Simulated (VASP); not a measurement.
# TiO2 (Pbcn) in VASP: single point with PBE

Aim: the single point of TiO2 with PBE.

Everything below comes from runs of VASP 6.6.1. Logs are shortened: lines on timing, memory, paths and dates and some standing lists are left out, and cuts for length are marked.

## 1. The cell of the first run

It takes space group Pbcn (No. 60, orthorhombic). Conventional cell: a = 4.579 Å, b = 5.573 Å, c = 4.923 Å, α = 90.00°, β = 90.00°, γ = 90.00°. Within 2.5 Å of Ti (site symmetry 2) lie 6 O at 1.87 to 2.13 Å. O (site symmetry 1) has 3 Ti at 1.87 to 2.13 Å within 2.5 Å.

## 2. Single point, PBE

The input, INCAR:

```
SYSTEM = TiO2
  ALGO = Normal
  EDIFF = 1E-7
  ENCUT = 520
  GGA = PE
  ISIF = 2
  ISMEAR = 0
  LASPH = .True.
  LCHARG = .False.
  LREAL = .False.
  LWAVE = .False.
  NBANDS = 60
  NELM = 80
  PREC = Accurate
  SIGMA = 0.02
```

The input, KPOINTS:

```
k-points
0
Gamma
  6 4 6
  0 0 0
```

The input, POSCAR:

```
TiO2
1.0
    4.5792467751      0.0000000000      0.0000000000
    0.0000000000      5.5732502848      0.0000000000
    0.0000000000      0.0000000000      4.9226155203
Ti O
4 8
Direct
    0.5000000000      0.6775126371      0.7500000000
    0.0000000000      0.8224873629      0.2500000000
    0.5000000000      0.3224873629      0.2500000000
    0.0000000000      0.1775126371      0.7500000000
    0.7289115322      0.6193643622      0.0809763603
    0.2289115322      0.8806356378      0.9190236397
    0.7710884678      0.8806356378      0.5809763603
    0.2710884678      0.6193643622      0.4190236397
    0.7289115322      0.3806356378      0.5809763603
    0.2289115322      0.1193643622      0.4190236397
    0.7710884678      0.1193643622      0.0809763603
    0.2710884678      0.3806356378      0.9190236397
```

Potentials or basis: VASP PAW PBE potentials, release 64 (Ti_sv, O).

On the command line:

```console
$ cat potpaw_PBE.64/Ti_sv/POTCAR potpaw_PBE.64/O/POTCAR > POTCAR
$ mpirun -np 1 vasp_std > vasp.out
```

OUTCAR:

```text
SYSTEM = TiO2
   EDIFF = 1E-7
   ENCUT = 520
   GGA = PE
   ISIF = 2
   ISMEAR = 0
   LASPH = .True.
   LREAL = .False.
   NELM = 80
   PREC = Accurate

 ion  position               nearest neighbor table
   1  0.500  0.678  0.750-   6 1.87   7 1.87   5 1.96   8 1.96   9 2.13  12 2.13
   2  0.000  0.822  0.250-   5 1.87   8 1.87   7 1.96   6 1.96  10 2.13  11 2.13
   3  0.500  0.322  0.250-  10 1.87  11 1.87   9 1.96  12 1.96   5 2.13   8 2.13
   4  0.000  0.178  0.750-   9 1.87  12 1.87  11 1.96  10 1.96   6 2.13   7 2.13
   5  0.729  0.619  0.081-   2 1.87   1 1.96   3 2.13
   6  0.229  0.881  0.919-   1 1.87   2 1.96   4 2.13
   7  0.771  0.881  0.581-   1 1.87   2 1.96   4 2.13
   8  0.271  0.619  0.419-   2 1.87   1 1.96   3 2.13
   9  0.729  0.381  0.581-   4 1.87   3 1.96   1 2.13
  10  0.229  0.119  0.419-   3 1.87   4 1.96   2 2.13
  11  0.771  0.119  0.081-   3 1.87   4 1.96   2 2.13
  12  0.271  0.381  0.919-   4 1.87   3 1.96   1 2.13

  LATTYP: Found a simple orthorhombic cell.
 ALAT       =     4.5792467751
 B/A-ratio  =     1.0749836735
 C/A-ratio  =     1.2170670327

  Lattice vectors:

 A1 = (  -4.5792467751,   0.0000000000,   0.0000000000)
 A2 = (   0.0000000000,   0.0000000000,   4.9226155203)
 A3 = (   0.0000000000,   5.5732502848,   0.0000000000)

Analysis of symmetry for initial positions (statically):
=====================================================================
 Subroutine PRICEL returns:
 Original cell was already a primitive cell.

 Routine SETGRP: Setting up the symmetry group for a
 simple orthorhombic supercell.

 Subroutine GETGRP returns: Found  8 space group operations
 (whereof  2 operations were pure point group operations)
 out of a pool of  8 trial point group operations.

The static configuration has the point symmetry S_2 .
 The point group associated with its full space group is D_2h.

Analysis of symmetry for dynamics (positions and initial velocities):
=====================================================================
 Subroutine PRICEL returns:
 Original cell was already a primitive cell.

 Routine SETGRP: Setting up the symmetry group for a
 simple orthorhombic supercell.

 Subroutine GETGRP returns: Found  8 space group operations
 (whereof  2 operations were pure point group operations)
 out of a pool of  8 trial point group operations.

The dynamic configuration has the point symmetry S_2 .
 The point group associated with its full space group is D_2h.

 Subroutine INISYM returns: Found  8 space group operations
 (whereof  2 operations are pure point group operations),
 and found     1 'primitive' translations

----------------------------------------------------------------------------------------

                                     Primitive cell

  volume of cell :     125.6315

  direct lattice vectors                    reciprocal lattice vectors
     4.579246775  0.000000000  0.000000000     0.218376525  0.000000000  0.000000000
     0.000000000  5.573250285  0.000000000     0.000000000  0.179428511  0.000000000
     0.000000000  0.000000000  4.922615520     0.000000000  0.000000000  0.203144039

  length of vectors
     4.579246775  5.573250285  4.922615520     0.218376525  0.179428511  0.203144039

  position of ions in fractional coordinates (direct lattice)
     0.500000000  0.677512637  0.750000000
     0.000000000  0.822487363  0.250000000
     0.500000000  0.322487363  0.250000000
     0.000000000  0.177512637  0.750000000
     0.728911532  0.619364362  0.080976360
     0.228911532  0.880635638  0.919023640
     0.771088468  0.880635638  0.580976360
     0.271088468  0.619364362  0.419023640
     0.728911532  0.380635638  0.580976360
     0.228911532  0.119364362  0.419023640
     0.771088468  0.119364362  0.080976360
     0.271088468  0.380635638  0.919023640

  ion indices of the primitive-cell ions
   primitive index   ion index
                 1           1
                 2           2
                 3           3
                 4           4
                 5           5
                 6           6
                 7           7
                 8           8
                 9           9
                10          10
                11          11
                12          12

----------------------------------------------------------------------------------------

 KPOINTS: k-points

Automatic generation of k-mesh.
 Grid dimensions read from file:
 generate k-points for:    6    4    6

 Generating k-lattice:

  Cartesian coordinates                     Fractional coordinates (reciprocal lattice)
     0.036396088  0.000000000  0.000000000     0.166666667  0.000000000  0.000000000
     0.000000000  0.044857128  0.000000000     0.000000000  0.250000000  0.000000000
     0.000000000  0.000000000  0.033857340     0.000000000  0.000000000  0.166666667

  Length of vectors
     0.036396088  0.044857128  0.033857340

  Shift w.r.t. Gamma in fractional coordinates (k-lattice)
     0.000000000  0.000000000  0.000000000

 Subroutine IBZKPT returns following result:
 ===========================================

 Found     48 irreducible k-points:

 Following reciprocal coordinates:
            Coordinates               Weight
  0.000000  0.000000  0.000000      1.000000
  0.166667  0.000000  0.000000      2.000000
  0.333333  0.000000  0.000000      2.000000
  0.500000  0.000000  0.000000      1.000000
  0.000000  0.250000  0.000000      2.000000
  0.166667  0.250000  0.000000      4.000000
[... 16 lines left out ...]
  0.333333  0.500000  0.166667      4.000000
  0.500000  0.500000  0.166667      2.000000
 [... further k-points ...]
   k-points           NKPTS =     48   k-points in BZ     NKDIM =     48   number of bands    NBANDS=     60
   number of dos      NEDOS =    301   number of ions     NIONS =     12
   total plane-waves  NPLWV =  60480
   dimension x,y,z NGX =    36 NGY =   42 NGZ =   40
   dimension x,y,z NGXF=    72 NGYF=   84 NGZF=   80
   ions per type =               4   8
   NGX,Y,Z   is equivalent  to a cutoff of  13.07, 12.53, 13.51 a.u.
   NGXF,Y,Z  is equivalent  to a cutoff of  26.14, 25.06, 27.02 a.u.
 SYSTEM =  TiO2
   PREC   = accura    normal or accurate (medium, high low for compatibility)
   ISTART =      0    job   : 0-new  1-cont  2-samecut
   ICHARG =      2    charge: 1-file 2-atom 10-const
   ISPIN  =      1    spin polarized calculation?
   LNONCOLLINEAR =      F non collinear calculations
   LSORBIT =      F    spin-orbit coupling
   LASPH  =      T    aspherical Exc in radial PAW
   ENCUT  =  520.0 eV  38.22 Ry    6.18 a.u.   8.51 10.36  9.15*2*pi/ulx,y,z
   NELM   =     80;   NELMIN=  2; NELMDL= -5     # of ELM steps
   EDIFF  = 0.1E-06   stopping-criterion for ELM
   LREAL  =      F    real-space projection
   EDIFFG = 0.1E-05   stopping-criterion for IOM
   NSW    =      0    number of steps for IOM
   IBRION =     -1    ionic relax: 0-MD 1-quasi-New 2-CG
   NFREE  =      0    steps in history (QN), initial steepest desc. (CG)
   ISIF   =      2    stress and relaxation
   ISYM   =      2    0-nonsym 1-usesym 2-fastsym
   POTIM  = 0.5000    time-step for ionic-motion
   TEBEG  =    0.0;   TEEND  =   0.0 temperature during run
   PSTRESS=    0.0 pullay stress
   NELECT =      96.0000    total number of electrons
   NUPDOWN=      -1.0000    fix difference up-down
   EMIN   =  10.00;   EMAX   =-10.00  energy-range for DOS
   EFERMI =   0.00;   METHOD = LEGACY
   ISMEAR =     0;   SIGMA  =   0.02  broadening in eV -4-tet -1-fermi 0-gaus
   EFERMI_NEDOS =   21; number of points for ismear=-14 and -15
   IALGO  =     38    algorithm
   IMIX   =      4    mixing-type and parameters
     AMIX     =   0.40;   BMIX     =  1.00
     AMIX_MAG =   1.60;   BMIX_MAG =  1.00
  volume/ion in A,a.u.               =      10.47        70.65
  Fermi-wavevector in a.u.,A,eV,Ry     =   1.496692  2.828338 30.478229  2.240087
  Thomas-Fermi vector in A             =   2.608676
   LORBIT       =      0    0 simple, 1 ext, 2 COOP (PROOUT), +10 PAW based schemes
   GGA     = PE    functional components
   LHFCALC =     F    Hartree Fock is set to
   AEXX    =    0.0000 exact exchange contribution
   IVDW    =     0    specifies the selected vdW correction
   LEPSILON=     F    determine dielectric tensor
   LRPA    =     F    only Hartree local field effects (RPA)
 non-spin polarized calculation
 Gauss-broadening in eV      SIGMA  =   0.02
  energy-cutoff  :      520.00
  volume of cell :      125.63
 maximum number of plane-waves:      3416
 NGX is ok and might be reduce to    36
   NGX = 17   NGY = 21   NGZ = 19

 number of electron      95.9999989 magnetization

 Free energy of the ion-electron system (eV)
  ---------------------------------------------------
  ext. energy  EPLUGINS =         0.00000000
  ---------------------------------------------------
  free energy    TOTEN  =      -107.40791774 eV

  energy without entropy =     -107.40791774  energy(sigma->0) =     -107.40791774

 E-fermi :   4.5621     XC(G=0): -11.4151

 val. band max:        4.4075176383   @ k =   0.0000   0.0000   0.0000
 cond. band min:       7.0074647732   @ k =   0.0000   0.0000   0.5000
 fundamental gap:      2.5999471348
 Fermi energy:         4.5620534377

 k-point     1 :       0.0000    0.0000    0.0000
  band No.  band energies     occupation
      1     -52.0423      2.00000
      2     -52.0219      2.00000
      3     -52.0176      2.00000
      4     -52.0113      2.00000
      5     -28.4519      2.00000
      6     -28.3891      2.00000
[... 52 lines left out ...]
     59       8.7930      0.00000
     60       9.0453      0.00000

 k-point     2 :       0.1667    0.0000    0.0000
  band No.  band energies     occupation
      1     -52.0410      2.00000
      2     -52.0232      2.00000
      3     -52.0171      2.00000
      4     -52.0117      2.00000
      5     -28.4417      2.00000
      6     -28.3836      2.00000
[... 1383 lines left out ...]
      4     -52.0157      2.00000
      5     -28.4077      2.00000
      6     -28.4077      2.00000
[... 52 lines left out ...]
     59       8.4658      0.00000
     60       8.4658      0.00000

 [... further k-points ...]

------------------------ aborting loop because EDIFF is reached ----------------------------------------

  FORCE on cell =-STRESS in cart. coord.  units (eV):
  Direction    XX          YY          ZZ          XY          YZ          ZX
  --------------------------------------------------------------------------------------
  -------------------------------------------------------------------------------------
  Total        0.5866993      0.4919951      0.6236491      0.0000000      0.0000000      0.0000000
  in kB        7.4821716      6.2744097      7.9533918      0.0000000      0.0000000      0.0000000
  external PRESSURE =       7.2366577 kB  Pullay stress =       0.0000000 kB

 VOLUME and BASIS-vectors are now :
 -----------------------------------------------------------------------------
  energy-cutoff  :      520.00
  volume of cell :      125.63
      direct lattice vectors                 reciprocal lattice vectors
     4.579246775  0.000000000  0.000000000     0.218376525  0.000000000  0.000000000
     0.000000000  5.573250285  0.000000000     0.000000000  0.179428511  0.000000000
     0.000000000  0.000000000  4.922615520     0.000000000  0.000000000  0.203144039

 POSITION                                       TOTAL-FORCE (eV/Angst)
 -----------------------------------------------------------------------------------
      2.28962      3.77595      3.69196        -0.000000     -0.041777      0.000000
      0.00000      4.58393      1.23065        -0.000000      0.041777      0.000000
      2.28962      1.79730      1.23065        -0.000000      0.041777     -0.000000
      0.00000      0.98932      3.69196        -0.000000     -0.041777      0.000000
      3.33787      3.45187      0.39862        -0.015284     -0.027673     -0.002059
      1.04824      4.90800      4.52400        -0.015284      0.027673      0.002059
      3.53100      4.90800      2.85992         0.015284      0.027673     -0.002059
      1.24138      3.45187      2.06269         0.015284     -0.027673      0.002059
      3.33787      2.12138      2.85992        -0.015284      0.027673     -0.002059
      1.04824      0.66525      2.06269        -0.015284     -0.027673      0.002059
      3.53100      0.66525      0.39862         0.015284     -0.027673     -0.002059
      1.24138      2.12138      4.52400         0.015284      0.027673      0.002059
 -----------------------------------------------------------------------------------
    total drift:                               -0.000000      0.000000     -0.000000

  FREE ENERGIE OF THE ION-ELECTRON SYSTEM (eV)
  ---------------------------------------------------
  free  energy   TOTEN  =      -107.4079177434 eV

  energy  without entropy=     -107.4079177434  energy(sigma->0) =     -107.40791774
```

Run time: 5.4 min. Hardware: 1 thread of Intel Xeon Platinum 8488C (Sapphire Rapids), shared host; peak memory 0.38 GiB.

What came out:

| Quantity | Value |
| --- | --- |
| Free energy | -107.4079 eV |
| Pressure | 0.7 GPa |
| Largest force | 0.042 eV/Å |
| Band gap on the k mesh | 2.60 eV, indirect (least direct gap 2.64 eV) |

Forces in eV/Å, atoms in the order of the input:
```
Ti   0.000 -0.042  0.000
Ti   0.000  0.042  0.000
Ti   0.000  0.042  0.000
Ti   0.000 -0.042  0.000
O   -0.015 -0.028 -0.002
O   -0.015  0.028  0.002
O    0.015  0.028 -0.002
O    0.015 -0.028  0.002
O   -0.015  0.028 -0.002
O   -0.015 -0.028  0.002
O    0.015 -0.028 -0.002
O    0.015  0.028  0.002
```

Levels at points of the mesh, in eV from the valence-band top:
| k point | band 45 | band 46 | band 47 | band 48 | band 49 | band 50 | band 51 | band 52 |
| --- | --- | --- | --- | --- | --- | --- | --- | --- |
| (0.00, 0.00, 0.00) | -0.49 | -0.42 | -0.01 | 0.00 | 2.64 | 2.66 | 2.78 | 2.82 |
| (0.50, 0.00, 0.00) | -0.51 | -0.51 | -0.23 | -0.23 | 3.09 | 3.09 | 3.22 | 3.22 |
| (0.00, 0.50, 0.00) | -1.19 | -1.19 | -0.11 | -0.11 | 2.74 | 2.74 | 3.17 | 3.17 |
| (0.50, 0.50, 0.00) | -0.51 | -0.51 | -0.34 | -0.34 | 2.97 | 2.97 | 2.98 | 2.98 |
| (0.00, 0.00, 0.50) | -0.39 | -0.39 | -0.28 | -0.28 | 2.60 | 2.60 | 3.02 | 3.02 |
| (0.50, 0.00, 0.50) | -0.50 | -0.50 | -0.50 | -0.50 | 2.96 | 2.96 | 2.96 | 2.96 |
| (0.00, 0.50, 0.50) | -0.41 | -0.41 | -0.41 | -0.41 | 2.87 | 2.87 | 2.87 | 2.87 |
| (0.50, 0.50, 0.50) | -0.78 | -0.78 | -0.78 | -0.78 | 3.00 | 3.00 | 3.00 | 3.00 |

A k mesh can miss the band edges.
